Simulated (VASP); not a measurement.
# AgRh (P-6m2) in VASP: further runs

The runs below take AgRh through single point, with LDA, r2SCAN.

Everything below comes from runs of VASP 6.6.1. Logs are shortened: lines on timing, memory, paths and dates and some standing lists are left out, and cuts for length are marked.

## Step 1: The cell of the first run

The structure is hexagonal, space group P-6m2 (No. 187). The conventional cell has a = 2.832 Å, b = 2.832 Å, c = 4.903 Å, α = 90.00°, β = 90.00°, γ = 120.00°. Ag (site symmetry -6m2) has 6 Ag at 2.83 Å and 6 Rh at 2.95 Å within 3.7 Å. Rh (site symmetry -6m2) has 6 Rh at 2.83 Å and 6 Ag at 2.95 Å within 3.7 Å.

## Step 2: Single point, LDA

Input file INCAR:

```
PREC = Accurate
ENCUT = 520
EDIFF = 1E-6
ISMEAR = -1
SIGMA = 0.05
LREAL = F
LASPH = T
NELM = 80
ALGO = Normal
ISIF = 2
LWAVE = F
LCHARG = F
GGA = CA
NBANDS = 20
```

Input file KPOINTS:

```
Automatic mesh
0
Gamma
  11 11 6
```

Input file POSCAR:

```
AgRh
1.0
    2.8320645439      0.0000000000      0.0000000000
   -1.4160322720      2.4526398402      0.0000000000
    0.0000000000      0.0000000000      4.9029122571
Ag Rh
1 1
Direct
    0.0000000000      0.0000000000      0.5000000000
    0.6666666667      0.3333333333      0.0000000000
```

Potentials or basis: VASP PAW LDA potentials, release 64 (Ag, Rh_pv).

Started as:

```bash
$ cat potpaw_LDA.64/Ag/POTCAR potpaw_LDA.64/Rh_pv/POTCAR > POTCAR
$ mpirun -np 1 vasp_std > vasp.out
```

OUTCAR:

```text
PREC = Accurate
   ENCUT = 520
   EDIFF = 1E-6
   ISMEAR = -1
   LREAL = F
   LASPH = T
   NELM = 80
   ISIF = 2
   GGA = CA

 ion  position               nearest neighbor table
   1  0.000  0.000  0.500-   2 2.95   2 2.95   2 2.95   2 2.95   2 2.95   2 2.95
   2  0.667  0.333  0.000-   1 2.95   1 2.95   1 2.95   1 2.95   1 2.95   1 2.95

  LATTYP: Found a hexagonal cell.
 ALAT       =     2.8320645439
 C/A-ratio  =     1.7312148721

  Lattice vectors:

 A1 = (   2.8320645439,   0.0000000000,   0.0000000000)
 A2 = (  -1.4160322720,   2.4526398402,   0.0000000000)
 A3 = (   0.0000000000,   0.0000000000,   4.9029122571)

Analysis of symmetry for initial positions (statically):
=====================================================================
 Subroutine PRICEL returns:
 Original cell was already a primitive cell.

 Routine SETGRP: Setting up the symmetry group for a
 hexagonal supercell.

 Subroutine GETGRP returns: Found 12 space group operations
 (whereof 12 operations were pure point group operations)
 out of a pool of 24 trial point group operations.

The static configuration has the point symmetry D_3h.

Analysis of symmetry for dynamics (positions and initial velocities):
=====================================================================
 Subroutine PRICEL returns:
 Original cell was already a primitive cell.

 Routine SETGRP: Setting up the symmetry group for a
 hexagonal supercell.

 Subroutine GETGRP returns: Found 12 space group operations
 (whereof 12 operations were pure point group operations)
 out of a pool of 24 trial point group operations.

The dynamic configuration has the point symmetry D_3h.

 Subroutine INISYM returns: Found 12 space group operations
 (whereof 12 operations are pure point group operations),
 and found     1 'primitive' translations

----------------------------------------------------------------------------------------

                                     Primitive cell

  volume of cell :      34.0558

  direct lattice vectors                    reciprocal lattice vectors
     2.832064544  0.000000000  0.000000000     0.353099297  0.203861974  0.000000000
    -1.416032272  2.452639840  0.000000000     0.000000000  0.407723949  0.000000000
     0.000000000  0.000000000  4.902912257     0.000000000  0.000000000  0.203960411

  length of vectors
     2.832064544  2.832064544  4.902912257     0.407723949  0.407723949  0.203960411

  position of ions in fractional coordinates (direct lattice)
     0.000000000  0.000000000  0.500000000
     0.666666667  0.333333333  0.000000000

  ion indices of the primitive-cell ions
   primitive index   ion index
                 1           1
                 2           2

----------------------------------------------------------------------------------------

 KPOINTS: Automatic mesh

Automatic generation of k-mesh.
 Grid dimensions read from file:
 generate k-points for:   11   11    6

 Generating k-lattice:

  Cartesian coordinates                     Fractional coordinates (reciprocal lattice)
     0.032099936  0.018532907  0.000000000     0.090909091  0.000000000  0.000000000
     0.000000000  0.037065814  0.000000000     0.000000000  0.090909091  0.000000000
     0.000000000  0.000000000  0.033993402     0.000000000  0.000000000  0.166666667

  Length of vectors
     0.037065814  0.037065814  0.033993402

  Shift w.r.t. Gamma in fractional coordinates (k-lattice)
     0.000000000  0.000000000  0.000000000

 Subroutine IBZKPT returns following result:
 ===========================================

 Found     64 irreducible k-points:

 Following reciprocal coordinates:
            Coordinates               Weight
  0.000000  0.000000  0.000000      1.000000
  0.090909  0.000000  0.000000      6.000000
  0.181818 -0.000000  0.000000      6.000000
  0.272727  0.000000  0.000000      6.000000
  0.363636  0.000000  0.000000      6.000000
  0.454545 -0.000000  0.000000      6.000000
[... 16 lines left out ...]
  0.090909  0.090909  0.166667     12.000000
  0.181818  0.090909  0.166667     24.000000
 [... further k-points ...]
   k-points           NKPTS =     64   k-points in BZ     NKDIM =     64   number of bands    NBANDS=     20
   number of dos      NEDOS =    301   number of ions     NIONS =      2
   total plane-waves  NPLWV =  20736
   dimension x,y,z NGX =    24 NGY =   24 NGZ =   36
   dimension x,y,z NGXF=    48 NGYF=   48 NGZF=   72
   ions per type =               1   1
   NGX,Y,Z   is equivalent  to a cutoff of  14.09, 14.09, 12.21 a.u.
   NGXF,Y,Z  is equivalent  to a cutoff of  28.18, 28.18, 24.41 a.u.
 SYSTEM =  unknown system
   PREC   = accura    normal or accurate (medium, high low for compatibility)
   ISTART =      0    job   : 0-new  1-cont  2-samecut
   ICHARG =      2    charge: 1-file 2-atom 10-const
   ISPIN  =      1    spin polarized calculation?
   LNONCOLLINEAR =      F non collinear calculations
   LSORBIT =      F    spin-orbit coupling
   LASPH  =      T    aspherical Exc in radial PAW
   ENCUT  =  520.0 eV  38.22 Ry    6.18 a.u.   5.27  5.27  9.12*2*pi/ulx,y,z
   NELM   =     80;   NELMIN=  2; NELMDL= -5     # of ELM steps
   EDIFF  = 0.1E-05   stopping-criterion for ELM
   LREAL  =      F    real-space projection
   EDIFFG = 0.1E-04   stopping-criterion for IOM
   NSW    =      0    number of steps for IOM
   IBRION =     -1    ionic relax: 0-MD 1-quasi-New 2-CG
   NFREE  =      0    steps in history (QN), initial steepest desc. (CG)
   ISIF   =      2    stress and relaxation
   ISYM   =      2    0-nonsym 1-usesym 2-fastsym
   POTIM  = 0.5000    time-step for ionic-motion
   TEBEG  =    0.0;   TEEND  =   0.0 temperature during run
   PSTRESS=    0.0 pullay stress
   NELECT =      26.0000    total number of electrons
   NUPDOWN=      -1.0000    fix difference up-down
   EMIN   =  10.00;   EMAX   =-10.00  energy-range for DOS
   EFERMI =   0.00;   METHOD = LEGACY
   ISMEAR =    -1;   SIGMA  =   0.05  broadening in eV -4-tet -1-fermi 0-gaus
   EFERMI_NEDOS =   21; number of points for ismear=-14 and -15
   IALGO  =     38    algorithm
   IMIX   =      4    mixing-type and parameters
     AMIX     =   0.40;   BMIX     =  1.00
     AMIX_MAG =   1.60;   BMIX_MAG =  1.00
  volume/ion in A,a.u.               =      17.03       114.91
  Fermi-wavevector in a.u.,A,eV,Ry     =   1.496243  2.827490 30.459968  2.238744
  Thomas-Fermi vector in A             =   2.608285
   LORBIT       =      0    0 simple, 1 ext, 2 COOP (PROOUT), +10 PAW based schemes
   GGA     = CA    functional components
   LHFCALC =     F    Hartree Fock is set to
   AEXX    =    0.0000 exact exchange contribution
   IVDW    =     0    specifies the selected vdW correction
   LEPSILON=     F    determine dielectric tensor
   LRPA    =     F    only Hartree local field effects (RPA)
 non-spin polarized calculation
  energy-cutoff  :      520.00
  volume of cell :       34.06
 maximum number of plane-waves:       930
 NGX is ok and might be reduce to    24
   NGX = 11   NGY = 11   NGZ = 19

 number of electron      26.0000003 magnetization

 Free energy of the ion-electron system (eV)
  ---------------------------------------------------
  ext. energy  EPLUGINS =         0.00000000
  ---------------------------------------------------
  free energy    TOTEN  =       -11.55910665 eV

  energy without entropy =      -11.53164360  energy(sigma->0) =      -11.54537512

 E-fermi :   7.7149     XC(G=0): -12.7973

 val. band max:        7.6989483358   @ k =   0.0909   0.0909   0.3333
 cond. band min:       7.7221077516   @ k =   0.2727   0.0000   0.0000
 fundamental gap:      0.0231594158
 Fermi energy:         7.7149069277

 k-point     1 :       0.0000    0.0000    0.0000
  band No.  band energies     occupation
      1     -37.6653      2.00000
      2     -37.6653      2.00000
      3     -37.6168      2.00000
      4       0.9097      2.00000
      5       2.3416      2.00000
      6       3.6989      2.00000
[... 12 lines left out ...]
     19      26.2775      0.00000
     20      28.1057      0.00000

 k-point     2 :       0.0909    0.0000    0.0000
  band No.  band energies     occupation
      1     -37.6919      2.00000
      2     -37.6718      2.00000
      3     -37.6133      2.00000
      4       1.1575      2.00000
      5       2.4840      2.00000
      6       3.6100      2.00000
[... 12 lines left out ...]
     19      25.5909      0.00000
     20      26.6327      0.00000

 k-point     3 :       0.1818   -0.0000    0.0000
  band No.  band energies     occupation
      1     -37.7628      2.00000
      2     -37.6891      2.00000
      3     -37.6040      2.00000
      4       1.8245      2.00000
      5       2.7864      2.00000
      6       3.5031      2.00000
[... 12 lines left out ...]
     19      25.5074      0.00000
     20      25.7138      0.00000

 k-point     4 :       0.2727    0.0000    0.0000
  band No.  band energies     occupation
      1     -37.8547      2.00000
      2     -37.7116      2.00000
      3     -37.5918      2.00000
      4       2.3970      2.00000
      5       3.0162      2.00000
      6       3.4870      2.00000
[... 12 lines left out ...]
     19      23.6399      0.00000
     20      24.9015      0.00000

 k-point     5 :       0.3636    0.0000    0.0000
  band No.  band energies     occupation
      1     -37.9384      2.00000
      2     -37.7323      2.00000
      3     -37.5805      2.00000
      4       2.3015      2.00000
      5       3.0602      2.00000
      6       3.3083      2.00000
[... 12 lines left out ...]
     19      21.5883      0.00000
     20      21.8668      0.00000

 k-point     6 :       0.4545   -0.0000    0.0000
  band No.  band energies     occupation
      1     -37.9877      2.00000
      2     -37.7446      2.00000
      3     -37.5739      2.00000
      4       2.1660      2.00000
      5       2.8340      2.00000
      6       3.3749      2.00000
[... 12 lines left out ...]
     19      19.9678      0.00000
     20      20.2117      0.00000

 k-point     7 :       0.0909    0.0909    0.0000
  band No.  band energies     occupation
      1     -37.7390      2.00000
      2     -37.6853      2.00000
      3     -37.6069      2.00000
      4       1.6248      2.00000
      5       2.7254      2.00000
      6       3.4529      2.00000
[... 12 lines left out ...]
     19      25.6280      0.00000
     20      26.6935      0.00000
[... 277 lines left out ...]
 k-point    20 :       0.2727    0.0000    0.1667
  band No.  band energies     occupation
      1     -37.8547      2.00000
      2     -37.7117      2.00000
      3     -37.5919      2.00000
      4       2.4321      2.00000
      5       3.0159      2.00000
      6       3.5349      2.00000
[... 12 lines left out ...]
     19      22.9239      0.00000
     20      24.7749      0.00000

 k-point    21 :       0.3636    0.0000    0.1667
  band No.  band energies     occupation
      1     -37.9383      2.00000
      2     -37.7323      2.00000
      3     -37.5806      2.00000
      4       2.3091      2.00000
      5       2.8915      2.00000
      6       3.5192      2.00000
[... 12 lines left out ...]
     19      21.4365      0.00000
     20      23.0154      0.00000

 k-point    22 :       0.4545   -0.0000    0.1667
  band No.  band energies     occupation
      1     -37.9877      2.00000
      2     -37.7446      2.00000
      3     -37.5738      2.00000
      4       2.1717      2.00000
      5       2.7103      2.00000
      6       3.5525      2.00000
[... 12 lines left out ...]
     19      20.5789      0.00000
     20      20.9180      0.00000

 k-point    23 :       0.0909    0.0909    0.1667
  band No.  band energies     occupation
      1     -37.7390      2.00000
      2     -37.6853      2.00000
      3     -37.6071      2.00000
      4       1.7893      2.00000
      5       2.7730      2.00000
      6       3.4533      2.00000
[... 12 lines left out ...]
     19      24.8727      0.00000
     20      25.7731      0.00000

 k-point    24 :       0.1818    0.0909    0.1667
  band No.  band energies     occupation
      1     -37.8164      2.00000
      2     -37.7092      2.00000
      3     -37.5963      2.00000
      4       2.4743      2.00000
      5       3.0306      2.00000
      6       3.4083      2.00000
[... 12 lines left out ...]
     19      24.0198      0.00000
     20      25.1945      0.00000

 [... further k-points ...]
[... 5 lines left out ...]
  --------------------------------------------------------------------------------------
  -------------------------------------------------------------------------------------
  Total       -4.6302657     -4.6302657     -4.2714170      0.0000000     -0.0000000     -0.0000000
  in kB     -217.8338925   -217.8338925   -200.9516189      0.0000000     -0.0000000     -0.0000000
  external PRESSURE =    -212.2064680 kB  Pullay stress =       0.0000000 kB

 VOLUME and BASIS-vectors are now :
 -----------------------------------------------------------------------------
  energy-cutoff  :      520.00
  volume of cell :       34.06
      direct lattice vectors                 reciprocal lattice vectors
     2.832064544  0.000000000  0.000000000     0.353099297  0.203861974  0.000000000
    -1.416032272  2.452639840  0.000000000     0.000000000  0.407723949  0.000000000
     0.000000000  0.000000000  4.902912257     0.000000000  0.000000000  0.203960411

 POSITION                                       TOTAL-FORCE (eV/Angst)
 -----------------------------------------------------------------------------------
      0.00000      0.00000      2.45146         0.000000      0.000000      0.000000
      1.41603      0.81755      0.00000        -0.000000      0.000000      0.000000
 -----------------------------------------------------------------------------------
    total drift:                               -0.000000      0.000000      0.000000

  FREE ENERGIE OF THE ION-ELECTRON SYSTEM (eV)
  ---------------------------------------------------
  free  energy   TOTEN  =       -11.5591066508 eV

  energy  without entropy=      -11.5316435981  energy(sigma->0) =      -11.54537512
```

Wall time 25 s (1 thread of Intel Xeon 8259CL, shared host); peak memory 0.17 GiB.

Results:

- Free energy: -11.5591 eV
- Pressure: -21.2 GPa
- Band gap on the k mesh: zero (bands 13 and 14 overlap by 1.18 eV)

Stress tensor (GPa, compression positive):
```
-21.78   0.00   0.00
  0.00 -21.78   0.00
  0.00   0.00 -20.10
```

Caveat: the cell stands under tension.

## Step 3: Single point, r2SCAN

This run uses another cell than the first one, of 15.10 Å³/atom.

Input file POSCAR:

```
AgRh
1.0
    2.7208868163      0.0000000000      0.0000000000
   -1.3604434081      2.3563571037      0.0000000000
    0.0000000000      0.0000000000      4.7104397215
Ag Rh
1 1
Direct
    0.0000000000      0.0000000000      0.5000000000
    0.6666666667      0.3333333333      0.0000000000
```

Input file INCAR.step1:

```
PREC = Accurate ; ENCUT = 520
ISMEAR = -1 ; SIGMA = 0.05
LREAL = False ; LASPH = True
NELM = 100 ; NBANDS = 20
GGA = PE ; ALGO = Normal
EDIFF = 1E-4 ; LWAVE = True
LCHARG = False
```

Input file INCAR.step2:

```
PREC = Accurate ; ENCUT = 520
EDIFF = 1E-6 ; ISMEAR = -1
SIGMA = 0.05 ; LREAL = False
LASPH = True ; NELM = 100
ALGO = Normal ; ISIF = 2
LWAVE = False ; LCHARG = True
METAGGA = R2SCAN ; LMIXTAU = True
LELF = True ; LVHAR = True
NBANDS = 20 ; ISTART = 1
```

KPOINTS is that of step 2.

Potentials or basis: VASP PAW PBE potentials, release 64 (Ag, Rh_pv).

Started as:

```bash
$ cat potpaw_PBE.64/Ag/POTCAR potpaw_PBE.64/Rh_pv/POTCAR > POTCAR
$ cp INCAR.step1 INCAR
$ mpirun -np 1 vasp_std > vasp.out
$ cp INCAR.step2 INCAR
$ mpirun -np 1 vasp_std > vasp.out
```

Run time: 98 s. Hardware: 1 thread of Intel Xeon 8259CL, shared host; peak memory 0.17 GiB.

It converged, with:

```
Free energy            : -44.9597 eV
Pressure               : 4.3 GPa
Band gap on the k mesh : zero (bands 13 and 14 overlap by 1.55 eV)
```

Stress tensor (GPa, compression positive):
```
4.98 0.00 0.00
0.00 4.98 0.00
0.00 0.00 2.97
```

Levels at points of the mesh, in eV from the Fermi level:
```csv
k point,band 11,band 12,band 13,band 14,band 15,band 16
"(0.00, 0.00, 0.00)",-2.00,-2.00,0.15,0.15,0.23,6.09
"(0.00, 0.00, 0.50)",-2.78,-1.77,-1.77,0.11,0.11,12.59
```

Caveat: the cell stands under pressure; the PAW data sets were made with another functional, which shifts forces and pressure a little.

[end of part 1 of 2]
